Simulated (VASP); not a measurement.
# Ni in VASP: single point with PBE

Aim: the single point of Ni with PBE.

Everything below comes from runs of VASP 6.6.1. Logs are shortened: lines on timing, memory, paths and dates and some standing lists are left out, and cuts for length are marked.

**1. The cell of the first run**

The cell holds a slab with vacuum, 3 atoms: a = 2.488 Å, b = 2.488 Å, c = 17.519 Å, α = 90.00°, β = 90.00°, γ = 90.00°.

**2. Single point, PBE, collinear spin, ferromagnetic start**

INCAR reads:

```
SYSTEM = Ni
PREC = Accurate
ENCUT = 520
EDIFF = 1E-6
ISMEAR = 0
SIGMA = 0.1
LREAL = .False.
LASPH = .True.
NELM = 150
ALGO = Normal
ISIF = 2
LWAVE = .False.
LCHARG = .False.
ISPIN = 2
MAGMOM = 0.75 0.75 0.75
LORBIT = 11
LMAXMIX = 4
LDIPOL = .True.
IDIPOL = 3
DIPOL = 0.5 0.5 0.497
GGA = PE
NBANDS = 26
```

KPOINTS reads:

```
regular mesh
0
Gamma
  11 11 1
  0 0 0
```

POSCAR reads:

```
Ni
1.0
    2.4882329014      0.0000000000      0.0000000000
    0.0000000000      2.4882329014      0.0000000000
    0.0000000000      0.0000000000     17.5188927154
Ni
3
Direct
    0.5000000000      0.5000000000      0.3995686322
    0.0000000000      0.0000000000      0.4968770590
    0.5000000000      0.5000000000      0.5941836895
```

Potentials or basis: VASP PAW PBE potentials, release 64 (Ni).

Launch:

```console
$ cat potpaw_PBE.64/Ni/POTCAR > POTCAR
$ mpirun -np 1 vasp_std > vasp.out
```

OUTCAR:

```text
SYSTEM = Ni
   PREC = Accurate
   ENCUT = 520
   EDIFF = 1E-6
   ISMEAR = 0
   LREAL = .False.
   LASPH = .True.
   NELM = 150
   ISIF = 2
   ISPIN = 2
   LORBIT = 11
   GGA = PE

 ion  position               nearest neighbor table
   1  0.500  0.500  0.400-   2 2.45   2 2.45   2 2.45   2 2.45
   2  0.000  0.000  0.497-   3 2.45   3 2.45   3 2.45   3 2.45   1 2.45   1 2.45   1 2.45   1 2.45

   3  0.500  0.500  0.594-   2 2.45   2 2.45   2 2.45   2 2.45

  LATTYP: Found a simple tetragonal cell.
 ALAT       =     2.4882329014
 C/A-ratio  =     7.0406965142

  Lattice vectors:

 A1 = (   2.4882329014,   0.0000000000,   0.0000000000)
 A2 = (   0.0000000000,   2.4882329014,   0.0000000000)
 A3 = (   0.0000000000,   0.0000000000,  17.5188927154)

Analysis of symmetry for initial positions (statically):
=====================================================================
 Subroutine PRICEL returns:
 Original cell was already a primitive cell.

 Routine SETGRP: Setting up the symmetry group for a
 simple tetragonal supercell.

 Subroutine GETGRP returns: Found 16 space group operations
 (whereof  8 operations were pure point group operations)
 out of a pool of 16 trial point group operations.

The static configuration has the point symmetry C_4v.
 The point group associated with its full space group is D_4h.

Analysis of symmetry for dynamics (positions and initial velocities):
=====================================================================
 Subroutine PRICEL returns:
 Original cell was already a primitive cell.

 Routine SETGRP: Setting up the symmetry group for a
 simple tetragonal supercell.

 Subroutine GETGRP returns: Found 16 space group operations
 (whereof  8 operations were pure point group operations)
 out of a pool of 16 trial point group operations.

The dynamic configuration has the point symmetry C_4v.
 The point group associated with its full space group is D_4h.

Analysis of structural, dynamic, and magnetic symmetry:
=====================================================================
 Subroutine PRICEL returns:
 Original cell was already a primitive cell.

 Routine SETGRP: Setting up the symmetry group for a
 simple tetragonal supercell.

 Subroutine GETGRP returns: Found 16 space group operations
 (whereof  8 operations were pure point group operations)
 out of a pool of 16 trial point group operations.

The overall configuration has the point symmetry C_4v.
 The point group associated with its full space group is D_4h.

 Subroutine INISYM returns: Found 16 space group operations
 (whereof  8 operations are pure point group operations),
 and found     1 'primitive' translations

----------------------------------------------------------------------------------------

                                     Primitive cell

  volume of cell :     108.4648

  direct lattice vectors                    reciprocal lattice vectors
     2.488232901  0.000000000  0.000000000     0.401891639  0.000000000  0.000000000
     0.000000000  2.488232901  0.000000000     0.000000000  0.401891639  0.000000000
     0.000000000  0.000000000 17.518892715     0.000000000  0.000000000  0.057081233

  length of vectors
     2.488232901  2.488232901 17.518892715     0.401891639  0.401891639  0.057081233

  position of ions in fractional coordinates (direct lattice)
     0.500000000  0.500000000  0.399568632
     0.000000000  0.000000000  0.496877059
     0.500000000  0.500000000  0.594183689

  ion indices of the primitive-cell ions
   primitive index   ion index
                 1           1
                 2           2
                 3           3

----------------------------------------------------------------------------------------

 KPOINTS: regular mesh

Automatic generation of k-mesh.
 Grid dimensions read from file:
 generate k-points for:   11   11    1

 Generating k-lattice:

  Cartesian coordinates                     Fractional coordinates (reciprocal lattice)
     0.036535604  0.000000000  0.000000000     0.090909091  0.000000000  0.000000000
     0.000000000  0.036535604  0.000000000     0.000000000  0.090909091  0.000000000
     0.000000000  0.000000000  0.057081233     0.000000000  0.000000000  1.000000000

  Length of vectors
     0.036535604  0.036535604  0.057081233

  Shift w.r.t. Gamma in fractional coordinates (k-lattice)
     0.000000000  0.000000000  0.000000000

 Subroutine IBZKPT returns following result:
 ===========================================

 Found     21 irreducible k-points:

 Following reciprocal coordinates:
            Coordinates               Weight
  0.000000  0.000000  0.000000      1.000000
  0.090909  0.000000  0.000000      4.000000
  0.181818  0.000000  0.000000      4.000000
  0.272727  0.000000  0.000000      4.000000
  0.363636  0.000000  0.000000      4.000000
  0.454545  0.000000  0.000000      4.000000
[... 13 lines left out ...]
  0.454545  0.363636  0.000000      8.000000
  0.454545  0.454545  0.000000      4.000000
   k-points           NKPTS =     21   k-points in BZ     NKDIM =     21   number of bands    NBANDS=     26
   number of dos      NEDOS =    301   number of ions     NIONS =      3
   total plane-waves  NPLWV =  56000
   dimension x,y,z NGX =    20 NGY =   20 NGZ =  140
   dimension x,y,z NGXF=    40 NGYF=   40 NGZF=  280
   ions per type =               3
   NGX,Y,Z   is equivalent  to a cutoff of  13.36, 13.36, 13.29 a.u.
   NGXF,Y,Z  is equivalent  to a cutoff of  26.73, 26.73, 26.57 a.u.
 SYSTEM =  Ni
   PREC   = accura    normal or accurate (medium, high low for compatibility)
   ISTART =      0    job   : 0-new  1-cont  2-samecut
   ICHARG =      2    charge: 1-file 2-atom 10-const
   ISPIN  =      2    spin polarized calculation?
   LNONCOLLINEAR =      F non collinear calculations
   LSORBIT =      F    spin-orbit coupling
   LASPH  =      T    aspherical Exc in radial PAW
   ENCUT  =  520.0 eV  38.22 Ry    6.18 a.u.   4.63  4.63 32.57*2*pi/ulx,y,z
   NELM   =    150;   NELMIN=  2; NELMDL= -5     # of ELM steps
   EDIFF  = 0.1E-05   stopping-criterion for ELM
   LREAL  =      F    real-space projection
   EDIFFG = 0.1E-04   stopping-criterion for IOM
   NSW    =      0    number of steps for IOM
   IBRION =     -1    ionic relax: 0-MD 1-quasi-New 2-CG
   NFREE  =      0    steps in history (QN), initial steepest desc. (CG)
   ISIF   =      2    stress and relaxation
   ISYM   =      2    0-nonsym 1-usesym 2-fastsym
   POTIM  = 0.5000    time-step for ionic-motion
   TEBEG  =    0.0;   TEEND  =   0.0 temperature during run
   PSTRESS=    0.0 pullay stress
   NELECT =      30.0000    total number of electrons
   NUPDOWN=      -1.0000    fix difference up-down
   EMIN   =  10.00;   EMAX   =-10.00  energy-range for DOS
   EFERMI =   0.00;   METHOD = LEGACY
   ISMEAR =     0;   SIGMA  =   0.10  broadening in eV -4-tet -1-fermi 0-gaus
   EFERMI_NEDOS =   21; number of points for ismear=-14 and -15
   IALGO  =     38    algorithm
   IMIX   =      4    mixing-type and parameters
     AMIX     =   0.40;   BMIX     =  1.00
     AMIX_MAG =   1.60;   BMIX_MAG =  1.00
  volume/ion in A,a.u.               =      36.15       243.99
  Fermi-wavevector in a.u.,A,eV,Ry     =   1.066643  2.015663 15.479714  1.137727
  Thomas-Fermi vector in A             =   2.202234
   LORBIT       =     11    0 simple, 1 ext, 2 COOP (PROOUT), +10 PAW based schemes
   GGA     = PE    functional components
   LHFCALC =     F    Hartree Fock is set to
   AEXX    =    0.0000 exact exchange contribution
   IVDW    =     0    specifies the selected vdW correction
   LEPSILON=     F    determine dielectric tensor
   LRPA    =     F    only Hartree local field effects (RPA)
 spin polarized calculation
 Gauss-broadening in eV      SIGMA  =   0.10
  energy-cutoff  :      520.00
  volume of cell :      108.46
 maximum number of plane-waves:      2969
 NGX is ok and might be reduce to    20
   NGX =  9   NGY =  9   NGZ = 65

 dipolmoment           0.000000      0.000000     -0.000000 electrons x Angstroem

 number of electron      29.9999977 magnetization       2.0601451

 dipolmoment           0.000000      0.000000      0.000117 electrons x Angstroem

 Free energy of the ion-electron system (eV)
  ---------------------------------------------------
  ext. energy  EPLUGINS =         0.00000000
  ---------------------------------------------------
  free energy    TOTEN  =       -14.70652684 eV

  energy without entropy =      -14.67828869  energy(sigma->0) =      -14.69240776

 E-fermi :  -0.4894     XC(G=0):  -5.0995

 val. band max:       -0.4898243043   @ k =   0.4545   0.2727   0.0000
 cond. band min:      -0.4841049238   @ k =   0.2727   0.0909   0.0000
 fundamental gap:      0.0057193805
 Fermi energy:        -0.4893910111

 spin component 1

 k-point     1 :       0.0000    0.0000    0.0000
  band No.  band energies     occupation
      1      -8.5709      1.00000
      2      -5.9810      1.00000
      3      -4.9258      1.00000
      4      -4.4235      1.00000
      5      -3.5723      1.00000
      6      -2.9688      1.00000
[... 598 lines left out ...]
     25      11.3563      0.00000
     26      11.9536      0.00000
 Fermi energy:        -0.4893910111

 spin component 2

 k-point     1 :       0.0000    0.0000    0.0000
  band No.  band energies     occupation
      1      -8.5916      1.00000
      2      -5.9538      1.00000
      3      -4.6450      1.00000
      4      -3.8436      1.00000
      5      -2.8598      1.00000
      6      -2.2570      1.00000
[... 598 lines left out ...]
     25      11.5013      0.00000
     26      12.0377      0.00000

------------------------ aborting loop because EDIFF is reached ----------------------------------------

 vacuum level on the upper side and lower side of the slab       (xc-potential included)        -0.171        -0.175

  FORCE on cell =-STRESS in cart. coord.  units (eV):
  Direction    XX          YY          ZZ          XY          YZ          ZX
  --------------------------------------------------------------------------------------
  -------------------------------------------------------------------------------------
  Total       -1.3955109     -1.3955109     -0.0250034      0.0000000      0.0000000      0.0000000
  in kB      -20.6136600    -20.6136600     -0.3693356      0.0000000      0.0000000      0.0000000
  external PRESSURE =     -13.8655519 kB  Pullay stress =       0.0000000 kB

 VOLUME and BASIS-vectors are now :
 -----------------------------------------------------------------------------
  energy-cutoff  :      520.00
  volume of cell :      108.46
      direct lattice vectors                 reciprocal lattice vectors
     2.488232901  0.000000000  0.000000000     0.401891639  0.000000000  0.000000000
     0.000000000  2.488232901  0.000000000     0.000000000  0.401891639  0.000000000
     0.000000000  0.000000000 17.518892715     0.000000000  0.000000000  0.057081233

 POSITION                                       TOTAL-FORCE (eV/Angst)
 -----------------------------------------------------------------------------------
      1.24412      1.24412      7.00000         0.000000     -0.000000      0.006197
      0.00000      0.00000      8.70474        -0.000000      0.000000      0.000000
      1.24412      1.24412     10.40944        -0.000000      0.000000     -0.006197
 -----------------------------------------------------------------------------------
    total drift:                               -0.000000     -0.000000      0.018047

  FREE ENERGIE OF THE ION-ELECTRON SYSTEM (eV)
  ---------------------------------------------------
  free  energy   TOTEN  =       -14.7065268406 eV

  energy  without entropy=      -14.6782886853  energy(sigma->0) =      -14.69240776

 vacuum level on the upper side and lower side of the slab         4.247         4.244

 total charge

# of ion       s       p       d       tot
------------------------------------------
    1        0.478   0.347   8.329   9.154
    2        0.503   0.521   8.322   9.346
    3        0.478   0.347   8.329   9.154
--------------------------------------------------
tot          1.458   1.216  24.980  27.654

 magnetization (x)

# of ion       s       p       d       tot
------------------------------------------
    1       -0.003  -0.017   0.752   0.732
    2       -0.007  -0.024   0.674   0.644
    3       -0.003  -0.017   0.752   0.732
--------------------------------------------------
tot         -0.012  -0.059   2.179   2.108
```

Run time: 4.9 min. Hardware: 1 thread of Intel Xeon 8259CL, shared host; peak memory 0.3 GiB.

What came out:

* Free energy: -14.7065 eV
* Largest force: 0.006 eV/Å
* Net moment: 2.06 μB per cell
* Site moments: Ni +0.73, +0.64 (each value once) μB
* Valence electrons inside the program's atomic spheres: Ni 9.15, 9.35 (each value once)

Forces on the atoms (eV/Å):
```
Ni   0.000  0.000  0.006
Ni   0.000  0.000  0.000
Ni   0.000  0.000 -0.006
```

Levels at points of the mesh, in eV from the Fermi level:
Spin up:
```csv
k point,band 12,band 13,band 14,band 15,band 16,band 17,band 18,band 19,band 20,band 21
"(0.00, 0.00, 0.00)",-1.19,-1.19,-0.72,-0.57,-0.57,-0.54,-0.36,1.76,4.53,5.27
```
Spin down:
| k point | band 11 | band 12 | band 13 | band 14 | band 15 | band 16 | band 17 | band 18 |
| --- | --- | --- | --- | --- | --- | --- | --- | --- |
| (0.00, 0.00, 0.00) | -0.50 | -0.35 | -0.35 | -0.24 | 0.05 | 0.23 | 0.33 | 0.33 |
